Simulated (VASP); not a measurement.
# Mg4Si in VASP: a series of runs

The runs below take Mg4Si through relaxation of the atoms, with PBE.

Program: VASP 6.6.1. These are calculated values, not measurements. Logs are shortened: lines on timing, memory, paths and dates and some standing lists are left out, and cuts for length are marked.

### Step 1. The cell of the first run

The cell holds a slab with vacuum, 5 atoms: a = 3.210 Å, b = 3.210 Å, c = 23.215 Å, α = 90.00°, β = 90.00°, γ = 120.00°.

### Step 2. Relaxation of the atoms, PBE

Input file INCAR:

```
PREC     = Accurate       # precision mode
ENCUT    = 520            # plane-wave cutoff, eV
EDIFF    = 1E-6           # SCF threshold, eV
ISMEAR   = 0              # smearing method
SIGMA    = 0.1            # smearing width, eV
LREAL    = False          # projectors in reciprocal space
LASPH    = True           # aspherical terms in the spheres
NELM     = 60             # most SCF steps
ALGO     = Normal         # electronic algorithm
ISIF     = 2              # what is computed and relaxed
LWAVE    = False          # write WAVECAR
LCHARG   = False          # write CHGCAR
LDIPOL   = True         
IDIPOL   = 3            
DIPOL    = 0.5 0.5 0.394
GGA      = PE             # functional
IBRION   = 2              # ionic algorithm
NSW      = 36             # ionic steps
EDIFFG   = -0.025         # ionic threshold
```

Input file KPOINTS:

```
regular mesh
0
Gamma
  9 9 1
```

Input file POSCAR:

```
Mg4Si
1.0
    3.2100692859      0.0000000000      0.0000000000
   -1.6050346429      2.7800015495      0.0000000000
    0.0000000000      0.0000000000     23.2147784313
Mg Si
4 1
Selective dynamics
Direct
    0.6666666667      0.3333333333      0.1723040352  F F F
    0.3333333333      0.6666666667      0.2829644272  F F F
    0.6666666667      0.3333333333      0.3920793237  F F F
    0.3333333333      0.6666666667      0.5046258988  F F F
    0.3333333333      0.8333333333      0.6185694286  F F T
```

Potentials or basis: VASP PAW PBE potentials, release 64 (Mg, Si).

Run with:

```sh
cat potpaw_PBE.64/Mg/POTCAR potpaw_PBE.64/Si/POTCAR > POTCAR
mpirun -np 1 vasp_std > vasp.out
```

OUTCAR:

```text
PREC = Accurate
   ENCUT = 520
   EDIFF = 1E-6
   ISMEAR = 0
   LREAL = False
   LASPH = True
   NELM = 60
   ISIF = 2
   GGA = PE
   IBRION = 2
   NSW = 36
   EDIFFG = -0.025

 ion  position               nearest neighbor table
   1  0.667  0.333  0.172-   2 3.17   2 3.17   2 3.17
   2  0.333  0.667  0.283-   3 3.14   3 3.14   3 3.14   1 3.17   1 3.17   1 3.17
   3  0.667  0.333  0.392-   2 3.14   2 3.14   2 3.14   4 3.20   4 3.20   4 3.20
   4  0.333  0.667  0.505-   5 2.70   3 3.20   3 3.20   3 3.20
   5  0.333  0.833  0.619-   4 2.70

  LATTYP: Found a hexagonal cell.
 ALAT       =     3.2100692859
 C/A-ratio  =     7.2318621075

  Lattice vectors:

 A1 = (   3.2100692859,   0.0000000000,   0.0000000000)
 A2 = (  -1.6050346429,   2.7800015495,   0.0000000000)
 A3 = (   0.0000000000,   0.0000000000,  23.2147784313)

Analysis of symmetry for initial positions (statically):
=====================================================================
 Subroutine PRICEL returns:
 Original cell was already a primitive cell.

 Routine SETGRP: Setting up the symmetry group for a
 hexagonal supercell.

 Subroutine GETGRP returns: Found  1 space group operations
 (whereof  1 operations were pure point group operations)
 out of a pool of 24 trial point group operations.

The static configuration has the point symmetry C_1 .

Analysis of symmetry for dynamics (positions and initial velocities):
=====================================================================
 Subroutine PRICEL returns:
 Original cell was already a primitive cell.

 Routine SETGRP: Setting up the symmetry group for a
 hexagonal supercell.

 Subroutine GETGRP returns: Found  1 space group operations
 (whereof  1 operations were pure point group operations)
 out of a pool of 24 trial point group operations.

The dynamic configuration has the point symmetry C_1 .

Analysis of constrained symmetry for selective dynamics:
=====================================================================
 Subroutine PRICEL returns:
 Original cell was already a primitive cell.

 Routine SETGRP: Setting up the symmetry group for a
 hexagonal supercell.

 Subroutine GETGRP returns: Found  1 space group operations
 (whereof  1 operations were pure point group operations)
 out of a pool of 24 trial point group operations.
[... 129 lines left out ...]
  Fermi-wavevector in a.u.,A,eV,Ry     =   0.633423  1.196996  5.458996  0.401225
  Thomas-Fermi vector in A             =   1.697074
   LORBIT       =      0    0 simple, 1 ext, 2 COOP (PROOUT), +10 PAW based schemes
   GGA     = PE    functional components
   LHFCALC =     F    Hartree Fock is set to
   AEXX    =    0.0000 exact exchange contribution
   IVDW    =     0    specifies the selected vdW correction
   LEPSILON=     F    determine dielectric tensor
   LRPA    =     F    only Hartree local field effects (RPA)
 conjugate gradient relaxation of ions
 non-spin polarized calculation
 Gauss-broadening in eV      SIGMA  =   0.10
  energy-cutoff  :      520.00
  volume of cell :      207.17
 maximum number of plane-waves:      5628
   NGX = 11   NGY = 11   NGZ = 87

 dipolmoment           0.000000      0.000000     -0.000053 electrons x Angstroem

--------------------------------------- Ionic step        1  -------------------------------------------

 number of electron      12.0000000 magnetization

 Free energy of the ion-electron system (eV)
  ---------------------------------------------------
  ext. energy  EPLUGINS =         0.00000000
  ---------------------------------------------------
  free energy    TOTEN  =        -9.50862836 eV

  energy without entropy =       -9.48275831  energy(sigma->0) =       -9.49569334

------------------------ aborting loop because EDIFF is reached ----------------------------------------

  FORCE on cell =-STRESS in cart. coord.  units (eV):
  Direction    XX          YY          ZZ          XY          YZ          ZX
  --------------------------------------------------------------------------------------
  -------------------------------------------------------------------------------------
  Total       -3.2454873     -3.0273463     -0.1279203      0.1000367      0.5406497     -0.3057703
  in kB      -25.0995828    -23.4125493     -0.9892959      0.7736525      4.1812154     -2.3647315
  external PRESSURE =     -16.5004760 kB  Pullay stress =       0.0000000 kB
[... 143 lines left out ...]
--------------------------------------- Ionic step        5  -------------------------------------------

 number of electron      12.0000000 magnetization

 dipolmoment           0.000000      0.000000      0.054576 electrons x Angstroem

 Free energy of the ion-electron system (eV)
  ---------------------------------------------------
  ext. energy  EPLUGINS =         0.00000000
  ---------------------------------------------------
  free energy    TOTEN  =        -9.50992780 eV

  energy without entropy =       -9.48363503  energy(sigma->0) =       -9.49678142

 E-fermi :  -0.2217     XC(G=0):  -5.4836

 val. band max:       -0.2311421025   @ k =  -0.3333   0.2222   0.0000
 cond. band min:      -0.2111643403   @ k =  -0.1111  -0.4444   0.0000
 fundamental gap:      0.0199777622
 Fermi energy:        -0.2217284091

 k-point     1 :       0.0000    0.0000    0.0000
  band No.  band energies     occupation
      1      -9.2403      2.00000
      2      -6.7529      2.00000
      3      -5.9049      2.00000
      4      -4.6476      2.00000
      5      -3.1312      2.00000
      6      -1.7006      2.00000
      7       0.2819      0.00000
      8       2.2248      0.00000
      9       3.4102      0.00000
     10       4.5591      0.00000
[... 287 lines left out ...]
 k-point    24 :      -0.1111    0.4444    0.0000
  band No.  band energies     occupation
      1      -6.5915      2.00000
      2      -3.6833      2.00000
      3      -2.8784      2.00000
      4      -1.9258      2.00000
      5      -1.6354      2.00000
      6      -0.4146      1.99363
      7       0.3626      0.00000
      8       1.1134      0.00000
      9       1.3436      0.00000
     10       2.0228      0.00000

 [... further k-points ...]

------------------------ aborting loop because EDIFF is reached ----------------------------------------

 vacuum level on the upper side and lower side of the slab       (xc-potential included)         0.416        -0.717

  FORCE on cell =-STRESS in cart. coord.  units (eV):
  Direction    XX          YY          ZZ          XY          YZ          ZX
  --------------------------------------------------------------------------------------
  -------------------------------------------------------------------------------------
  Total       -3.2299626     -3.0033527      0.0957724      0.0921476      0.5909922     -0.3343068
  in kB      -24.9795203    -23.2269902      0.7406739      0.7126411      4.5705484     -2.5854239
  external PRESSURE =     -15.8219455 kB  Pullay stress =       0.0000000 kB
[... 20 lines left out ...]
  FREE ENERGIE OF THE ION-ELECTRON SYSTEM (eV)
  ---------------------------------------------------
  free  energy   TOTEN  =        -9.5099278048 eV

  energy  without entropy=       -9.4836350256  energy(sigma->0) =       -9.49678142

 reached required accuracy - stopping structural energy minimisation

 vacuum level on the upper side and lower side of the slab         4.508         3.347
```

OSZICAR:

```text
N       E                     dE             d eps       ncg     rms          rms(c)
DAV:   1     0.258876035382E+02    0.25888E+02   -0.35602E+03   820   0.821E+02
DAV:   2    -0.766370151821E+01   -0.33551E+02   -0.31799E+02  1170   0.965E+01
DAV:   3    -0.973057677866E+01   -0.20669E+01   -0.19749E+01  1082   0.226E+01
DAV:   4    -0.979082123913E+01   -0.60244E-01   -0.59971E-01  1190   0.433E+00
[... 46 lines left out ...]
DAV:   2    -0.951592470734E+01   -0.60211E-02   -0.56437E-02  1062   0.541E-01    0.254E-01
DAV:   3    -0.950992854179E+01    0.59962E-02   -0.52027E-02  1150   0.470E-01    0.142E-02
DAV:   4    -0.950993232420E+01   -0.37824E-05   -0.32805E-04   946   0.932E-02    0.805E-03
DAV:   5    -0.950992822778E+01    0.40964E-05   -0.53219E-05  1122   0.305E-02    0.486E-03
DAV:   6    -0.950992780480E+01    0.42298E-06   -0.41028E-06   854   0.915E-03
   5 F= -.95099278E+01 E0= -.94967814E+01  d E =-.129944E-02
```

CONTCAR:

```text
Mg4Si
   1.00000000000000
     3.2100692859000000    0.0000000000000000    0.0000000000000000
    -1.6050346429000000    2.7800015495000001    0.0000000000000000
     0.0000000000000000    0.0000000000000000   23.2147784313000010
  Mg              Si
     4     1
Selective dynamics
Direct
     0.6666666667000030    0.3333333332999970    0.1723040351999998   F   F   F
     0.3333333332999970    0.6666666667000030    0.2829644271999996   F   F   F
     0.6666666667000030    0.3333333332999970    0.3920793237000026   F   F   F
     0.3333333332999970    0.6666666667000030    0.5046258988000005   F   F   F
     0.3333333332999970    0.8333333332999970    0.6172871556444808   F   F   T

  0.00000000E+00  0.00000000E+00  0.00000000E+00
  0.00000000E+00  0.00000000E+00  0.00000000E+00
  0.00000000E+00  0.00000000E+00  0.00000000E+00
  0.00000000E+00  0.00000000E+00  0.00000000E+00
  0.00000000E+00  0.00000000E+00  0.00000000E+00
```

It took 4.5 min on 1 thread of Intel Xeon Platinum 8259CL at 2.50GHz (Skylake/Cascade Lake), shared host; peak memory 0.37 GiB.

Results:

```
Free energy               : -9.5099 eV
Energy gained by relaxing : 0.3 meV/atom
Ionic steps               : 5
Band gap on the k mesh    : 0.02 eV (least direct gap 0.09 eV)
```

Step by step:
| step | energy change (eV) | largest force on free atoms (eV/Å) | pressure (GPa) |
| --- | --- | --- | --- |
| 1 | 0.0000 | 0.0845 | -1.65 |
| 2 | -0.0003 | 0.0738 | -1.64 |
| 3 | -0.0010 | 0.0398 | -1.61 |
| 4 | -0.0011 | 0.0326 | -1.55 |
| 5 | -0.0013 | 0.0007 | -1.58 |

Final structure:
```xyz
5
Lattice="3.2101 0.0000 0.0000 -1.6050 2.7800 0.0000 0.0000 0.0000 23.2148" Properties=species:S:1:pos:R:3 pbc="T T T"
Mg    1.6050    0.9267    4.0000
Mg    0.0000    1.8533    6.5690
Mg    1.6050    0.9267    9.1020
Mg    0.0000    1.8533   11.7148
Si   -0.2675    2.3167   14.3302
```

### Step 3. Relaxation of the atoms, PBE

Input file INCAR:

```
PREC = Accurate
ENCUT = 520
EDIFF = 1E-6
ISMEAR = 0
SIGMA = 0.1
LREAL = F
LASPH = T
NELM = 60
ALGO = Normal
ISIF = 2
LWAVE = F
LCHARG = F
LDIPOL = T
IDIPOL = 3
DIPOL = 0.5 0.5 0.390
GGA = PE
IBRION = 2
NSW = 36
EDIFFG = -0.025
```

Input file KPOINTS:

```
Automatic mesh
0
Gamma
  9 9 1
```

POSCAR, as its differences from that of step 2:

```diff
@@ -13,2 +13,2 @@
     0.3333333333      0.6666666667      0.5046258988  F F F
-    0.3333333333      0.8333333333      0.6185694286  F F T
+    0.5000000000      1.3333333333      0.5992459454  F F T
```

Potentials or basis: VASP PAW PBE potentials, release 64 (Mg, Si).

Run with:

```sh
cat potpaw_PBE.64/Mg/POTCAR potpaw_PBE.64/Si/POTCAR > POTCAR
mpirun -np 1 vasp_std > vasp.out
```

Wall time 2.5 min (1 thread of Oxide Virtual Turin-like, shared host); peak memory 0.33 GiB.

It converged, with:

```
Free energy               : -9.8743 eV
Energy gained by relaxing : 0.9 meV/atom
Ionic steps               : 4
Band gap on the k mesh    : zero (bands 6 and 7 overlap by 0.23 eV)
```

Step by step:
```tsv
step	energy change (eV)	largest force on free atoms (eV/Å)	pressure (GPa)
1	0.0000	0.1869	-1.26
2	-0.0015	0.1507	-1.29
3	-0.0041	0.0441	-1.38
4	-0.0044	0.0014	-1.41
```

Final structure:
```
Mg Si
1.0
     3.21007    0.00000    0.00000
    -1.60503    2.78000    0.00000
     0.00000    0.00000   23.21478
Mg Si
4 1
Direct
  0.66667 0.33333 0.17230
  0.33333 0.66667 0.28296
  0.66667 0.33333 0.39208
  0.33333 0.66667 0.50463
  0.50000 0.33333 0.60128
```

Levels at points of the mesh, in eV from the Fermi level:
```tsv
k point	band 3	band 4	band 5	band 6	band 7	band 8	band 9	band 10
(0.00, 0.00, 0.00)	-5.67	-4.40	-2.87	-1.36	0.82	2.68	3.72	4.90
```

### Step 4. Relaxation of the atoms, PBE

Input file INCAR:

```
ALGO = Fast
DIPOL = 0.5 0.5 0.393
EDIFF = 1E-6
EDIFFG = -0.025
ENCUT = 520
GGA = PE
IBRION = 2
IDIPOL = 3
ISIF = 2
ISMEAR = 0
LASPH = T
LCHARG = F
LDIPOL = T
LREAL = F
LWAVE = F
NELM = 60
NSW = 36
PREC = Accurate
SIGMA = 0.1
```

Input file KPOINTS:

```
k-points
0
Gamma
  9 9 1
```

POSCAR, as its differences from that of step 3:

```diff
@@ -13,2 +13,2 @@
     0.3333333333      0.6666666667      0.5046258988  F F F
-    0.5000000000      1.3333333333      0.5992459454  F F T
+    0.3333333333      1.0000000000      0.6108157471  F F T
```

Run with:

```sh
cat potpaw_PBE.64/Mg/POTCAR potpaw_PBE.64/Si/POTCAR > POTCAR
mpirun -np 1 vasp_std > vasp.out
```

Run time: 11 min. Hardware: 1 thread of Oxide Virtual Turin-like, shared host; peak memory 0.34 GiB.

It converged, with:

```
Free energy               : -9.6990 eV
Energy gained by relaxing : 1.4 meV/atom
Ionic steps               : 5
Band gap on the k mesh    : zero (bands 6 and 7 overlap by 0.14 eV)
```

Step by step:
```tsv
step	energy change (eV)	largest force on free atoms (eV/Å)	pressure (GPa)
1	0.0000	0.1919	-1.64
2	-0.0017	0.1698	-1.62
3	-0.0054	0.0953	-1.56
4	-0.0061	0.0777	-1.42
5	-0.0069	0.0050	-1.49
```

Final structure:
```
CELL_PARAMETERS angstrom
3.21007 0.00000 0.00000
-1.60503 2.78000 0.00000
0.00000 0.00000 23.21478
ATOMIC_POSITIONS crystal
Mg 0.66667 0.33333 0.17230
Mg 0.33333 0.66667 0.28296
Mg 0.66667 0.33333 0.39208
Mg 0.33333 0.66667 0.50463
Si 0.33333 0.00000 0.60790
```

Levels at points of the mesh, in eV from the Fermi level:
```tsv
k point	band 3	band 4	band 5	band 6	band 7	band 8	band 9	band 10
(0.00, 0.00, 0.00)	-5.68	-4.42	-2.89	-1.41	0.69	2.58	3.69	4.85
```

### Step 5. Overview

| cell | gap on the mesh (eV) |
| --- | --- |
| atoms relaxed, atomic positions A | 0.02 |
| atoms relaxed, atomic positions B | none |
| atoms relaxed, atomic positions C | none |

Alike in all rows: task relaxation of the atoms; level PBE; potentials or basis VASP PAW PBE potentials, release 64 (Mg, Si); no spin polarisation; k mesh 9 × 9 × 1; cutoff (eV) 520; smearing gaussian 0.1 eV.

Absolute energies hang on the potentials; compare differences alone.
